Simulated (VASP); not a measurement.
# PtSe2 in VASP: further runs

Runs on PtSe2. Level: PBE. Tasks: single point.

All numbers are computed with VASP 6.6.1; they aren't measurements. Logs are shortened: lines on timing, memory, paths and dates and some standing lists are left out, and cuts for length are marked.

### Step 1. The cell of the first run

The cell holds a sheet with vacuum, 3 atoms: a = 3.625 Å, b = 3.625 Å, c = 29.875 Å, α = 90.00°, β = 90.00°, γ = 120.00°.

### Step 2. Single point, PBE

Contents of INCAR:

```
SYSTEM = PtSe2
ALGO = Normal
DIPOL = 0.5 0.5 0.301
EDIFF = 1E-7
ENCUT = 520
GGA = PE
IDIPOL = 3
ISIF = 2
ISMEAR = 0
LASPH = .TRUE.
LCHARG = .FALSE.
LDIPOL = .TRUE.
LREAL = .FALSE.
LWAVE = .FALSE.
NBANDS = 18
NELM = 100
PREC = Accurate
SIGMA = 0.1
```

Contents of KPOINTS:

```
k-points
0
G
  6 6 1
  0 0 0
```

Contents of POSCAR:

```
PtSe2
1.0
    3.6252952658      0.0000000035      0.0000000000
   -1.8126476359      3.1395977947      0.0000000000
    0.0000000000      0.0000000000     29.8754795200
Pt Se
1 2
Direct
    0.6666666667      0.3333333333      0.3012503948
    0.3333333333      0.6666666667      0.3508972591
    0.3333333333      0.6666666667      0.2516035305
```

Potentials or basis: VASP PAW PBE potentials, release 64 (Pt, Se).

Launch:

```bash
$ cat potpaw_PBE.64/Pt/POTCAR potpaw_PBE.64/Se/POTCAR > POTCAR
$ mpirun -np 1 vasp_std > vasp.out
```

OUTCAR:

```text
SYSTEM = PtSe2
   EDIFF = 1E-7
   ENCUT = 520
   GGA = PE
   ISIF = 2
   ISMEAR = 0
   LASPH = .TRUE.
   LREAL = .FALSE.
   NELM = 100
   PREC = Accurate

 ion  position               nearest neighbor table
   1  0.667  0.333  0.301-   2 2.57   3 2.57   2 2.57   3 2.57   2 2.57   3 2.57
   2  0.333  0.667  0.351-   1 2.57   1 2.57   1 2.57
   3  0.333  0.667  0.252-   1 2.57   1 2.57   1 2.57

  LATTYP: Found a hexagonal cell.
 ALAT       =     3.6252952658
 C/A-ratio  =     8.2408403536

  Lattice vectors:

 A1 = (   3.6252952658,   0.0000000035,   0.0000000000)
 A2 = (  -1.8126476359,   3.1395977947,   0.0000000000)
 A3 = (   0.0000000000,   0.0000000000,  29.8754795200)

Analysis of symmetry for initial positions (statically):
=====================================================================
 Subroutine PRICEL returns:
 Original cell was already a primitive cell.

 Routine SETGRP: Setting up the symmetry group for a
 hexagonal supercell.

 Subroutine GETGRP returns: Found 12 space group operations
 (whereof  6 operations were pure point group operations)
 out of a pool of 24 trial point group operations.

The static configuration has the point symmetry C_3v.
 The point group associated with its full space group is D_3h.

Analysis of symmetry for dynamics (positions and initial velocities):
=====================================================================
 Subroutine PRICEL returns:
 Original cell was already a primitive cell.

 Routine SETGRP: Setting up the symmetry group for a
 hexagonal supercell.

 Subroutine GETGRP returns: Found 12 space group operations
 (whereof  6 operations were pure point group operations)
 out of a pool of 24 trial point group operations.

The dynamic configuration has the point symmetry C_3v.
 The point group associated with its full space group is D_3h.

 Subroutine INISYM returns: Found 12 space group operations
 (whereof  6 operations are pure point group operations),
 and found     1 'primitive' translations

----------------------------------------------------------------------------------------

                                     Primitive cell

  volume of cell :     340.0418

  direct lattice vectors                    reciprocal lattice vectors
     3.625295266  0.000000003  0.000000000     0.275839601  0.159256068  0.000000000
    -1.812647636  3.139597795  0.000000000    -0.000000000  0.318512136  0.000000000
     0.000000000  0.000000000 29.875479520     0.000000000  0.000000000  0.033472266

  length of vectors
     3.625295266  3.625295266 29.875479520     0.318512136  0.318512136  0.033472266

  position of ions in fractional coordinates (direct lattice)
     0.666666667  0.333333333  0.301250395
     0.333333333  0.666666667  0.350897259
     0.333333333  0.666666667  0.251603530

  ion indices of the primitive-cell ions
   primitive index   ion index
                 1           1
                 2           2
                 3           3

----------------------------------------------------------------------------------------

 KPOINTS: k-points

Automatic generation of k-mesh.
 Grid dimensions read from file:
 generate k-points for:    6    6    1

 Generating k-lattice:

  Cartesian coordinates                     Fractional coordinates (reciprocal lattice)
     0.045973267  0.026542678  0.000000000     0.166666667  0.000000000  0.000000000
    -0.000000000  0.053085356  0.000000000     0.000000000  0.166666667  0.000000000
     0.000000000  0.000000000  0.033472266     0.000000000  0.000000000  1.000000000

  Length of vectors
     0.053085356  0.053085356  0.033472266

  Shift w.r.t. Gamma in fractional coordinates (k-lattice)
     0.000000000  0.000000000  0.000000000

 Subroutine IBZKPT returns following result:
 ===========================================

 Found      7 irreducible k-points:

 Following reciprocal coordinates:
            Coordinates               Weight
  0.000000  0.000000  0.000000      1.000000
  0.166667  0.000000  0.000000      6.000000
  0.333333  0.000000  0.000000      6.000000
  0.500000  0.000000  0.000000      3.000000
  0.166667  0.166667  0.000000      6.000000
  0.333333  0.166667  0.000000     12.000000
  0.333333  0.333333  0.000000      2.000000
   k-points           NKPTS =      7   k-points in BZ     NKDIM =      7   number of bands    NBANDS=     18
   number of dos      NEDOS =    301   number of ions     NIONS =      3
   total plane-waves  NPLWV = 175616
   dimension x,y,z NGX =    28 NGY =   28 NGZ =  224
   dimension x,y,z NGXF=    56 NGYF=   56 NGZF=  448
   ions per type =               1   2
   NGX,Y,Z   is equivalent  to a cutoff of  12.84, 12.84, 12.46 a.u.
   NGXF,Y,Z  is equivalent  to a cutoff of  25.68, 25.68, 24.93 a.u.
 SYSTEM =  PtSe2
   PREC   = accura    normal or accurate (medium, high low for compatibility)
   ISTART =      0    job   : 0-new  1-cont  2-samecut
   ICHARG =      2    charge: 1-file 2-atom 10-const
   ISPIN  =      1    spin polarized calculation?
   LNONCOLLINEAR =      F non collinear calculations
   LSORBIT =      F    spin-orbit coupling
   LASPH  =      T    aspherical Exc in radial PAW
   ENCUT  =  520.0 eV  38.22 Ry    6.18 a.u.   6.74  6.74 55.55*2*pi/ulx,y,z
   NELM   =    100;   NELMIN=  2; NELMDL= -5     # of ELM steps
   EDIFF  = 0.1E-06   stopping-criterion for ELM
   LREAL  =      F    real-space projection
   EDIFFG = 0.1E-05   stopping-criterion for IOM
   NSW    =      0    number of steps for IOM
   IBRION =     -1    ionic relax: 0-MD 1-quasi-New 2-CG
   NFREE  =      0    steps in history (QN), initial steepest desc. (CG)
   ISIF   =      2    stress and relaxation
   ISYM   =      2    0-nonsym 1-usesym 2-fastsym
   POTIM  = 0.5000    time-step for ionic-motion
   TEBEG  =    0.0;   TEEND  =   0.0 temperature during run
   PSTRESS=    0.0 pullay stress
   NELECT =      22.0000    total number of electrons
   NUPDOWN=      -1.0000    fix difference up-down
   EMIN   =  10.00;   EMAX   =-10.00  energy-range for DOS
   EFERMI =   0.00;   METHOD = LEGACY
   ISMEAR =     0;   SIGMA  =   0.10  broadening in eV -4-tet -1-fermi 0-gaus
   EFERMI_NEDOS =   21; number of points for ismear=-14 and -15
   IALGO  =     38    algorithm
   IMIX   =      4    mixing-type and parameters
     AMIX     =   0.40;   BMIX     =  1.00
     AMIX_MAG =   1.60;   BMIX_MAG =  1.00
  volume/ion in A,a.u.               =     113.35       764.91
  Fermi-wavevector in a.u.,A,eV,Ry     =   0.657211  1.241949  5.876718  0.431927
  Thomas-Fermi vector in A             =   1.728647
   LORBIT       =      0    0 simple, 1 ext, 2 COOP (PROOUT), +10 PAW based schemes
   GGA     = PE    functional components
   LHFCALC =     F    Hartree Fock is set to
   AEXX    =    0.0000 exact exchange contribution
   IVDW    =     0    specifies the selected vdW correction
   LEPSILON=     F    determine dielectric tensor
   LRPA    =     F    only Hartree local field effects (RPA)
 non-spin polarized calculation
 Gauss-broadening in eV      SIGMA  =   0.10
  energy-cutoff  :      520.00
  volume of cell :      340.04
 maximum number of plane-waves:      9171
 NGX is ok and might be reduce to    28
   NGX = 13   NGY = 13   NGZ =111

 dipolmoment           0.000000      0.000000     -0.000004 electrons x Angstroem

 number of electron      22.0000002 magnetization

 dipolmoment           0.000000      0.000000      0.000002 electrons x Angstroem

 Free energy of the ion-electron system (eV)
  ---------------------------------------------------
  ext. energy  EPLUGINS =         0.00000000
  ---------------------------------------------------
  free energy    TOTEN  =       -12.94565352 eV

  energy without entropy =      -12.92504282  energy(sigma->0) =      -12.93534817

 E-fermi :  -2.8480     XC(G=0):  -2.4077

 val. band max:       -2.8871251463   @ k =   0.1667   0.1667   0.0000
 cond. band min:      -2.5200737184   @ k =   0.1667   0.0000   0.0000
 fundamental gap:      0.3670514278
 Fermi energy:        -2.8480075361

 k-point     1 :       0.0000    0.0000    0.0000
  band No.  band energies     occupation
      1     -17.7716      2.00000
      2     -16.2123      2.00000
      3      -9.0662      2.00000
      4      -7.5950      2.00000
      5      -7.5950      2.00000
      6      -7.0038      2.00000
[... 10 lines left out ...]
     17       2.0822      0.00000
     18       2.3879      0.00000

 k-point     2 :       0.1667    0.0000    0.0000
  band No.  band energies     occupation
      1     -17.5299      2.00000
      2     -16.1000      2.00000
      3      -8.7882      2.00000
      4      -7.9897      2.00000
      5      -7.3364      2.00000
      6      -7.2462      2.00000
[... 10 lines left out ...]
     17       2.4963      0.00000
     18       2.8325      0.00000

 k-point     3 :       0.3333    0.0000    0.0000
  band No.  band energies     occupation
      1     -16.9800      2.00000
      2     -15.8550      2.00000
      3      -8.9742      2.00000
      4      -8.0083      2.00000
      5      -7.6958      2.00000
      6      -7.6225      2.00000
[... 10 lines left out ...]
     17       3.6327      0.00000
     18       3.8764      0.00000

 k-point     4 :       0.5000    0.0000    0.0000
  band No.  band energies     occupation
      1     -16.6587      2.00000
      2     -15.7199      2.00000
      3      -9.3915      2.00000
      4      -7.9442      2.00000
      5      -7.9125      2.00000
      6      -7.7950      2.00000
[... 10 lines left out ...]
     17       4.2378      0.00000
     18       4.9263      0.00000

 k-point     5 :       0.1667    0.1667    0.0000
  band No.  band energies     occupation
      1     -17.1294      2.00000
      2     -15.9187      2.00000
      3      -8.6674      2.00000
      4      -8.1777      2.00000
      5      -7.8160      2.00000
      6      -7.2853      2.00000
[... 10 lines left out ...]
     17       3.3073      0.00000
     18       3.6536      0.00000

 k-point     6 :       0.3333    0.1667    0.0000
  band No.  band energies     occupation
      1     -16.6689      2.00000
      2     -15.7177      2.00000
      3      -9.0685      2.00000
      4      -8.4271      2.00000
      5      -7.8515      2.00000
      6      -7.1282      2.00000
[... 10 lines left out ...]
     17       4.0554      0.00000
     18       4.7954      0.00000

 k-point     7 :       0.3333    0.3333    0.0000
  band No.  band energies     occupation
      1     -16.5077      2.00000
      2     -15.6434      2.00000
      3      -8.7860      2.00000
      4      -8.7726      2.00000
      5      -7.6193      2.00000
      6      -7.4407      2.00000
[... 10 lines left out ...]
     17       5.6158      0.00000
     18       5.6540      0.00000

------------------------ aborting loop because EDIFF is reached ----------------------------------------

 vacuum level on the upper side and lower side of the slab       (xc-potential included)        -0.007        -0.007

  FORCE on cell =-STRESS in cart. coord.  units (eV):
  Direction    XX          YY          ZZ          XY          YZ          ZX
  --------------------------------------------------------------------------------------
  -------------------------------------------------------------------------------------
  Total       -0.0316938     -0.0316938     -0.0194345     -0.0000000      0.0000000      0.0000000
  in kB       -0.1493317     -0.1493317     -0.0915696     -0.0000000      0.0000000      0.0000000
  external PRESSURE =      -0.1300777 kB  Pullay stress =       0.0000000 kB

 VOLUME and BASIS-vectors are now :
 -----------------------------------------------------------------------------
  energy-cutoff  :      520.00
  volume of cell :      340.04
      direct lattice vectors                 reciprocal lattice vectors
     3.625295266  0.000000003  0.000000000     0.275839601  0.159256068  0.000000000
    -1.812647636  3.139597795  0.000000000    -0.000000000  0.318512136  0.000000000
     0.000000000  0.000000000 29.875479520     0.000000000  0.000000000  0.033472266

 POSITION                                       TOTAL-FORCE (eV/Angst)
 -----------------------------------------------------------------------------------
      1.81265      1.04653      9.00000         0.000000     -0.000000     -0.000000
     -0.00000      2.09307     10.48322        -0.000000      0.000000     -0.001690
     -0.00000      2.09307      7.51678        -0.000000      0.000000      0.001690
 -----------------------------------------------------------------------------------
    total drift:                                0.000000     -0.000000      0.000009

  FREE ENERGIE OF THE ION-ELECTRON SYSTEM (eV)
  ---------------------------------------------------
  free  energy   TOTEN  =       -12.9456535184 eV

  energy  without entropy=      -12.9250428151  energy(sigma->0) =      -12.93534817

 vacuum level on the upper side and lower side of the slab         1.980         1.980
```

Run time: 76 s. Hardware: 1 thread of Intel Xeon Platinum 8259CL at 2.50GHz (Skylake/Cascade Lake), shared host; peak memory 0.44 GiB.

Results:

```
Free energy            : -12.9457 eV
Band gap on the k mesh : zero (band 11 reaches -2.18 eV, above the bottom of band 12 at -2.89 eV)
```

Caveat: spin-orbit coupling is left out, which moves the levels of the heavy elements.

[end of part 1 of 2]
